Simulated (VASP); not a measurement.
# AlN (P6_3mc) in VASP: notebook, part 2 of 2

VASP 6.6.1. The steps go on from the part before.

**4. Single point, PBE**

This run uses another cell than the first one, of 10.45 Å³/atom, 1.053 times its volume.

INCAR reads:

```
PREC = Accurate ; ENCUT = 520
EDIFF = 1E-6 ; ISMEAR = 0
SIGMA = 0.01 ; LREAL = False
LASPH = True ; NELM = 80
ALGO = Normal ; ISIF = 2
LWAVE = False ; LCHARG = False
GGA = PE ; NBANDS = 16
```

KPOINTS reads:

```
Automatic mesh
0
Gamma
  12 12 4
```

POSCAR reads:

```
AlN
1.0
    3.1130000000      0.0000000000      0.0000000000
   -1.5565000000      2.6959400000      0.0000000000
    0.0000000000      0.0000000000      4.9810000000
Al N
2 2
Direct
    0.3333333333      0.6666666667      0.0000000000
    0.6666666667      0.3333333333      0.5000000000
    0.3333333333      0.6666666667      0.3800000000
    0.6666666667      0.3333333333      0.8800000000
```

Potentials or basis: VASP PAW PBE potentials, release 64 (Al, N).

Launch:

```console
$ cat potpaw_PBE.64/Al/POTCAR potpaw_PBE.64/N/POTCAR > POTCAR
$ mpirun -np 1 vasp_std > vasp.out
```

OUTCAR:

```text
PREC = Accurate
   ENCUT = 520
   EDIFF = 1E-6
   ISMEAR = 0
   LREAL = False
   LASPH = True
   NELM = 80
   ISIF = 2
   GGA = PE

 ion  position               nearest neighbor table
   1  0.333  0.667  0.000-   3 1.89   4 1.89   4 1.89   4 1.89   2 3.07   2 3.07   2 3.07   2 3.07
                             2 3.07   2 3.07
   2  0.667  0.333  0.500-   4 1.89   3 1.89   3 1.89   3 1.89   1 3.07   1 3.07   1 3.07   1 3.07
                             1 3.07   1 3.07
   3  0.333  0.667  0.380-   1 1.89   2 1.89   2 1.89   2 1.89
   4  0.667  0.333  0.880-   2 1.89   1 1.89   1 1.89   1 1.89

  LATTYP: Found a hexagonal cell.
 ALAT       =     3.1130000000
 C/A-ratio  =     1.6000642467

  Lattice vectors:

 A1 = (   3.1130000000,   0.0000000000,   0.0000000000)
 A2 = (  -1.5565000000,   2.6959400000,   0.0000000000)
 A3 = (   0.0000000000,   0.0000000000,   4.9810000000)

Analysis of symmetry for initial positions (statically):
=====================================================================
 Subroutine PRICEL returns:
 Original cell was already a primitive cell.

 Routine SETGRP: Setting up the symmetry group for a
 hexagonal supercell.

 Subroutine GETGRP returns: Found 12 space group operations
 (whereof  6 operations were pure point group operations)
 out of a pool of 24 trial point group operations.

The static configuration has the point symmetry C_3v.
 The point group associated with its full space group is C_6v.

Analysis of symmetry for dynamics (positions and initial velocities):
=====================================================================
 Subroutine PRICEL returns:
 Original cell was already a primitive cell.

 Routine SETGRP: Setting up the symmetry group for a
 hexagonal supercell.

 Subroutine GETGRP returns: Found 12 space group operations
 (whereof  6 operations were pure point group operations)
 out of a pool of 24 trial point group operations.

The dynamic configuration has the point symmetry C_3v.
 The point group associated with its full space group is C_6v.

 Subroutine INISYM returns: Found 12 space group operations
 (whereof  6 operations are pure point group operations),
 and found     1 'primitive' translations

----------------------------------------------------------------------------------------

                                     Primitive cell

  volume of cell :      41.8028

  direct lattice vectors                    reciprocal lattice vectors
     3.113000000  0.000000000  0.000000000     0.321233537  0.185464068  0.000000000
    -1.556500000  2.695940000  0.000000000     0.000000000  0.370928136  0.000000000
     0.000000000  0.000000000  4.981000000     0.000000000  0.000000000  0.200762899

  length of vectors
     3.113000000  3.113002527  4.981000000     0.370928437  0.370928136  0.200762899

  position of ions in fractional coordinates (direct lattice)
     0.333333333  0.666666667  0.000000000
     0.666666667  0.333333333  0.500000000
     0.333333333  0.666666667  0.380000000
     0.666666667  0.333333333  0.880000000

  ion indices of the primitive-cell ions
   primitive index   ion index
                 1           1
                 2           2
                 3           3
                 4           4

----------------------------------------------------------------------------------------

 KPOINTS: Automatic mesh

Automatic generation of k-mesh.
 Grid dimensions read from file:
 generate k-points for:   12   12    4

 Generating k-lattice:

  Cartesian coordinates                     Fractional coordinates (reciprocal lattice)
     0.026769461  0.015455339  0.000000000     0.083333333  0.000000000  0.000000000
     0.000000000  0.030910678  0.000000000     0.000000000  0.083333333  0.000000000
     0.000000000  0.000000000  0.050190725     0.000000000  0.000000000  0.250000000

  Length of vectors
     0.030910703  0.030910678  0.050190725

  Shift w.r.t. Gamma in fractional coordinates (k-lattice)
     0.000000000  0.000000000  0.000000000

 Subroutine IBZKPT returns following result:
 ===========================================

 Found     57 irreducible k-points:

 Following reciprocal coordinates:
            Coordinates               Weight
  0.000000  0.000000  0.000000      1.000000
  0.083333 -0.000000  0.000000      6.000000
  0.166667 -0.000000  0.000000      6.000000
  0.250000  0.000000  0.000000      6.000000
  0.333333 -0.000000  0.000000      6.000000
  0.416667 -0.000000  0.000000      6.000000
[... 16 lines left out ...]
  0.250000  0.000000  0.250000     12.000000
  0.333333 -0.000000  0.250000     12.000000
 [... further k-points ...]
   k-points           NKPTS =     57   k-points in BZ     NKDIM =     57   number of bands    NBANDS=     16
   number of dos      NEDOS =    301   number of ions     NIONS =      4
   total plane-waves  NPLWV =  23040
   dimension x,y,z NGX =    24 NGY =   24 NGZ =   40
   dimension x,y,z NGXF=    48 NGYF=   48 NGZF=   80
   ions per type =               2   2
   NGX,Y,Z   is equivalent  to a cutoff of  12.82, 12.82, 13.35 a.u.
   NGXF,Y,Z  is equivalent  to a cutoff of  25.63, 25.63, 26.70 a.u.
 SYSTEM =  unknown system
   PREC   = accura    normal or accurate (medium, high low for compatibility)
   ISTART =      0    job   : 0-new  1-cont  2-samecut
   ICHARG =      2    charge: 1-file 2-atom 10-const
   ISPIN  =      1    spin polarized calculation?
   LNONCOLLINEAR =      F non collinear calculations
   LSORBIT =      F    spin-orbit coupling
   LASPH  =      T    aspherical Exc in radial PAW
   ENCUT  =  520.0 eV  38.22 Ry    6.18 a.u.   5.79  5.79  9.26*2*pi/ulx,y,z
   NELM   =     80;   NELMIN=  2; NELMDL= -5     # of ELM steps
   EDIFF  = 0.1E-05   stopping-criterion for ELM
   LREAL  =      F    real-space projection
   EDIFFG = 0.1E-04   stopping-criterion for IOM
   NSW    =      0    number of steps for IOM
   IBRION =     -1    ionic relax: 0-MD 1-quasi-New 2-CG
   NFREE  =      0    steps in history (QN), initial steepest desc. (CG)
   ISIF   =      2    stress and relaxation
   ISYM   =      2    0-nonsym 1-usesym 2-fastsym
   POTIM  = 0.5000    time-step for ionic-motion
   TEBEG  =    0.0;   TEEND  =   0.0 temperature during run
   PSTRESS=    0.0 pullay stress
   NELECT =      16.0000    total number of electrons
   NUPDOWN=      -1.0000    fix difference up-down
   EMIN   =  10.00;   EMAX   =-10.00  energy-range for DOS
   EFERMI =   0.00;   METHOD = LEGACY
   ISMEAR =     0;   SIGMA  =   0.01  broadening in eV -4-tet -1-fermi 0-gaus
   EFERMI_NEDOS =   21; number of points for ismear=-14 and -15
   IALGO  =     38    algorithm
   IMIX   =      4    mixing-type and parameters
     AMIX     =   0.40;   BMIX     =  1.00
     AMIX_MAG =   1.60;   BMIX_MAG =  1.00
  volume/ion in A,a.u.               =      10.45        70.52
  Fermi-wavevector in a.u.,A,eV,Ry     =   1.188629  2.246182 19.222829  1.412838
  Thomas-Fermi vector in A             =   2.324754
   LORBIT       =      0    0 simple, 1 ext, 2 COOP (PROOUT), +10 PAW based schemes
   GGA     = PE    functional components
   LHFCALC =     F    Hartree Fock is set to
   AEXX    =    0.0000 exact exchange contribution
   IVDW    =     0    specifies the selected vdW correction
   LEPSILON=     F    determine dielectric tensor
   LRPA    =     F    only Hartree local field effects (RPA)
 non-spin polarized calculation
 Gauss-broadening in eV      SIGMA  =   0.01
  energy-cutoff  :      520.00
  volume of cell :       41.80
 maximum number of plane-waves:      1152
 NGX is ok and might be reduce to    24
   NGX = 11   NGY = 11   NGZ = 19

 number of electron      15.9999997 magnetization

 Free energy of the ion-electron system (eV)
  ---------------------------------------------------
  ext. energy  EPLUGINS =         0.00000000
  ---------------------------------------------------
  free energy    TOTEN  =       -29.77130325 eV

  energy without entropy =      -29.77130325  energy(sigma->0) =      -29.77130325

 E-fermi :   6.1803     XC(G=0): -10.9068

 val. band max:        6.1213130333   @ k =   0.0000   0.0000   0.0000
 cond. band min:      10.3449740123   @ k =   0.0000   0.0000   0.0000
 fundamental gap:      4.2236609790
 Fermi energy:         6.1803195298

 k-point     1 :       0.0000    0.0000    0.0000
  band No.  band energies     occupation
      1      -9.0374      2.00000
      2      -6.8891      2.00000
      3       0.1487      2.00000
      4       5.2897      2.00000
      5       5.2897      2.00000
      6       5.9418      2.00000
[... 433 lines left out ...]
      3       1.1494      2.00000
      4       2.0964      2.00000
      5       3.1469      2.00000
      6       4.4684      2.00000
[... 8 lines left out ...]
     15      18.5196      0.00000
     16      20.2822      0.00000

 [... further k-points ...]
[... 5 lines left out ...]
  --------------------------------------------------------------------------------------
  -------------------------------------------------------------------------------------
  Total        0.7604819      0.7604835      1.1925372      0.0000000     -0.0000000     -0.0000000
  in kB       29.1469793     29.1470424     45.7063607      0.0000000     -0.0000000     -0.0000000
  external PRESSURE =      34.6667941 kB  Pullay stress =       0.0000000 kB

 VOLUME and BASIS-vectors are now :
 -----------------------------------------------------------------------------
  energy-cutoff  :      520.00
  volume of cell :       41.80
      direct lattice vectors                 reciprocal lattice vectors
     3.113000000  0.000000000  0.000000000     0.321233537  0.185464068  0.000000000
    -1.556500000  2.695940000  0.000000000     0.000000000  0.370928136  0.000000000
     0.000000000  0.000000000  4.981000000     0.000000000  0.000000000  0.200762899

 POSITION                                       TOTAL-FORCE (eV/Angst)
 -----------------------------------------------------------------------------------
     -0.00000      1.79729      0.00000         0.000000      0.000000     -0.128846
      1.55650      0.89865      2.49050        -0.000000      0.000000     -0.128846
     -0.00000      1.79729      1.89278        -0.000000      0.000000      0.128846
      1.55650      0.89865      4.38328        -0.000000     -0.000000      0.128846
 -----------------------------------------------------------------------------------
    total drift:                               -0.000000     -0.000000      0.000431

  FREE ENERGIE OF THE ION-ELECTRON SYSTEM (eV)
  ---------------------------------------------------
  free  energy   TOTEN  =       -29.7713032525 eV

  energy  without entropy=      -29.7713032525  energy(sigma->0) =      -29.77130325
```

It took 11 s on 1 thread of Intel Xeon 6975P-C (Granite Rapids), shared host; peak memory 0.17 GiB.

Results:

```
Free energy            : -29.7713 eV
Pressure               : 3.5 GPa
Largest force          : 0.129 eV/Å
Band gap on the k mesh : 4.22 eV, direct
```

Forces in eV/Å, atoms in the order of the input:
```
Al   0.000  0.000 -0.129
Al   0.000  0.000 -0.129
N    0.000  0.000  0.129
N    0.000  0.000  0.129
```

**5. Single point, PBE**

This run uses another cell than the first one, of 10.71 Å³/atom, 1.079 times its volume.

INCAR reads:

```
SYSTEM = AlN
PREC = Accurate
ENCUT = 520
EDIFF = 1E-7
ISMEAR = 0
SIGMA = 0.01
LREAL = .False.
LASPH = .True.
NELM = 60
ALGO = Normal
ISIF = 2
LWAVE = .False.
LCHARG = .True.
GGA = PE
LELF = .True.
LVHAR = .True.
NBANDS = 16
```

KPOINTS reads:

```
regular mesh
0
Gamma
  12 12 4
  0 0 0
```

POSCAR reads:

```
AlN
1.0
    3.1387284395      0.0000000000      0.0000000000
   -1.5693642197      2.7182215063      0.0000000000
    0.0000000000      0.0000000000      5.0221671561
Al N
2 2
Direct
    0.3333333333      0.6666666667      0.0000000000
    0.6666666667      0.3333333333      0.5000000000
    0.3333333333      0.6666666667      0.3800000000
    0.6666666667      0.3333333333      0.8800000000
```

Launch:

```console
$ cat potpaw_PBE.64/Al/POTCAR potpaw_PBE.64/N/POTCAR > POTCAR
$ mpirun -np 1 vasp_std > vasp.out
```

It took 13 s on 1 thread of Intel Xeon 6975P-C (Granite Rapids), shared host; peak memory 0.17 GiB.

It converged, with:

| Item | Value |
| --- | --- |
| Free energy | -29.7781 eV |
| Pressure | -1.4 GPa |
| Largest force | 0.111 eV/Å |
| Band gap on the k mesh | 4.01 eV, direct |

Forces on the atoms (eV/Å):
```
Al   0.000  0.000 -0.111
Al   0.000  0.000 -0.111
N    0.000  0.000  0.111
N    0.000  0.000  0.111
```

Stress tensor (GPa, compression positive):
```
-2.04  0.00  0.00
 0.00 -2.04  0.00
 0.00  0.00 -0.26
```

Levels at points of the mesh, in eV from the valence-band top:
| k point | band 6 | band 7 | band 8 | band 9 | band 10 | band 11 |
| --- | --- | --- | --- | --- | --- | --- |
| (0.00, 0.00, 0.00) | -0.17 | -0.17 | 0.00 | 4.01 | 6.45 | 10.42 |
| (0.50, 0.00, 0.00) | -2.03 | -1.73 | -0.65 | 5.74 | 5.77 | 7.99 |
| (0.00, 0.00, 0.50) | -0.51 | -0.51 | -0.51 | 6.26 | 6.26 | 10.14 |
| (0.50, 0.00, 0.50) | -1.41 | -1.33 | -1.33 | 5.24 | 5.24 | 9.14 |

**6. Single point, PBE**

This run uses another cell than the first one, of 10.97 Å³/atom, 1.105 times its volume.

INCAR reads:

```
SYSTEM = AlN
PREC = Accurate
ENCUT = 520
EDIFF = 1E-6
ISMEAR = 0
SIGMA = 0.01
LREAL = .False.
LASPH = .True.
NELM = 100
ALGO = Normal
ISIF = 2
LWAVE = .False.
LCHARG = .False.
GGA = PE
NBANDS = 16
```

KPOINTS is that of step 5.

POSCAR reads:

```
AlN
1.0
    3.1640418588      0.0000000000      0.0000000000
   -1.5820209294      2.7401435942      0.0000000000
    0.0000000000      0.0000000000      5.0626702533
Al N
2 2
Direct
    0.3333333333      0.6666666667      0.0000000000
    0.6666666667      0.3333333333      0.5000000000
    0.3333333333      0.6666666667      0.3800000000
    0.6666666667      0.3333333333      0.8800000000
```

Potentials or basis: VASP PAW PBE potentials, release 64 (Al, N).

Launch:

```console
$ cat potpaw_PBE.64/Al/POTCAR potpaw_PBE.64/N/POTCAR > POTCAR
$ mpirun -np 1 vasp_std > vasp.out
```

OUTCAR:

```text
SYSTEM = AlN
   PREC = Accurate
   ENCUT = 520
   EDIFF = 1E-6
   ISMEAR = 0
   LREAL = .False.
   LASPH = .True.
   NELM = 100
   ISIF = 2
   GGA = PE

 ion  position               nearest neighbor table
   1  0.333  0.667  0.000-   3 1.92   4 1.93   4 1.93   4 1.93   2 3.12   2 3.12   2 3.12   2 3.12
                             2 3.12   2 3.12
   2  0.667  0.333  0.500-   4 1.92   3 1.93   3 1.93   3 1.93   1 3.12   1 3.12   1 3.12   1 3.12
                             1 3.12   1 3.12
   3  0.333  0.667  0.380-   1 1.92   2 1.93   2 1.93   2 1.93
   4  0.667  0.333  0.880-   2 1.92   1 1.93   1 1.93   1 1.93

[... 661 lines left out ...]
  -------------------------------------------------------------------------------------
  Total       -1.7534270     -1.7534308     -1.2377096      0.0000000      0.0000000     -0.0000000
  in kB      -64.0034049    -64.0035435    -45.1787428      0.0000000      0.0000000     -0.0000000
  external PRESSURE =     -57.7285638 kB  Pullay stress =       0.0000000 kB

 VOLUME and BASIS-vectors are now :
 -----------------------------------------------------------------------------
  energy-cutoff  :      520.00
  volume of cell :       43.89
      direct lattice vectors                 reciprocal lattice vectors
     3.164041859  0.000000000  0.000000000     0.316051445  0.182472189  0.000000000
    -1.582020929  2.740143594  0.000000000     0.000000000  0.364944378  0.000000000
     0.000000000  0.000000000  5.062670253     0.000000000  0.000000000  0.197524221

 POSITION                                       TOTAL-FORCE (eV/Angst)
 -----------------------------------------------------------------------------------
     -0.00000      1.82676      0.00000        -0.000000      0.000000     -0.093966
      1.58202      0.91338      2.53134        -0.000000      0.000000     -0.093966
     -0.00000      1.82676      1.92381        -0.000000     -0.000000      0.093966
      1.58202      0.91338      4.45515         0.000000      0.000000      0.093966
 -----------------------------------------------------------------------------------
    total drift:                               -0.000000      0.000000      0.000166

  FREE ENERGIE OF THE ION-ELECTRON SYSTEM (eV)
  ---------------------------------------------------
  free  energy   TOTEN  =       -29.7547096154 eV

  energy  without entropy=      -29.7547096154  energy(sigma->0) =      -29.75470962
```

stdout:

```text
POSCAR found type information on POSCAR AlN
 POSCAR found :  2 types and       4 ions
 scaLAPACK will be used
 LDA part: xc-table for (Slater+PW92), standard interpolation
 POSCAR, INCAR and KPOINTS ok, starting setup
 FFT: planning ... GRIDC
 FFT: planning ... GRID_SOFT
 FFT: planning ... GRID
 WAVECAR not read
 entering main loop
```

It took 12 s on 1 thread of Intel Xeon 6975P-C (Granite Rapids), shared host; peak memory 0.17 GiB.

Results:

- Free energy: -29.7547 eV
- Pressure: -5.8 GPa
- Largest force: 0.094 eV/Å
- Band gap on the k mesh: 3.80 eV, direct

Forces on the atoms (eV/Å):
```
Al   0.000  0.000 -0.094
Al   0.000  0.000 -0.094
N    0.000  0.000  0.094
N    0.000  0.000  0.094
```

A k mesh can miss the band edges.

**7. The runs side by side**

```tsv
cell	gap on the mesh (eV)	pressure (GPa)	largest force (eV/Å)
a = 3.060, b = 3.060, c = 4.897 Å, angles 90.0, 90.0, 120.0°, 4 atoms	4.68	15.2	0.17
a = 3.087, b = 3.087, c = 4.939 Å, angles 90.0, 90.0, 120.0°, 4 atoms	4.45	9.0	0.15
a = 3.113, b = 3.113, c = 4.981 Å, angles 90.0, 90.0, 120.0°, 4 atoms	4.22	3.5	0.13
a = 3.139, b = 3.139, c = 5.022 Å, angles 90.0, 90.0, 120.0°, 4 atoms	4.01	-1.4	0.11
a = 3.164, b = 3.164, c = 5.063 Å, angles 90.0, 90.0, 120.0°, 4 atoms	3.80	-5.8	0.09
```

Alike in all rows: task single point; level PBE; potentials or basis VASP PAW PBE potentials, release 64 (Al, N); no spin polarisation; k mesh 12 × 12 × 4; cutoff (eV) 520; smearing gaussian 0.01 eV.

Absolute energies hang on the potentials; compare differences alone.

**8. Comparison with measurements**

Step 5. Against the measured gap of AlN, 6.0343 eV (an exciton energy, a little under the gap; 0 K; quoted in “Structural and optical properties of self-assembled AlN nanowires grown on SiO2/Si substrates by molecular beam epitaxy”, 2024, arxiv:2402.00216), the calculated 4.01 eV is off by -2.03 eV. 2 values of this kind are on record (6.034 to 6.0343 eV); this one was drawn at random. The value is that of PBE on a finite k mesh, which can miss the band edges, without temperature or zero-point motion. Semilocal functionals fall short of measured gaps as a rule.
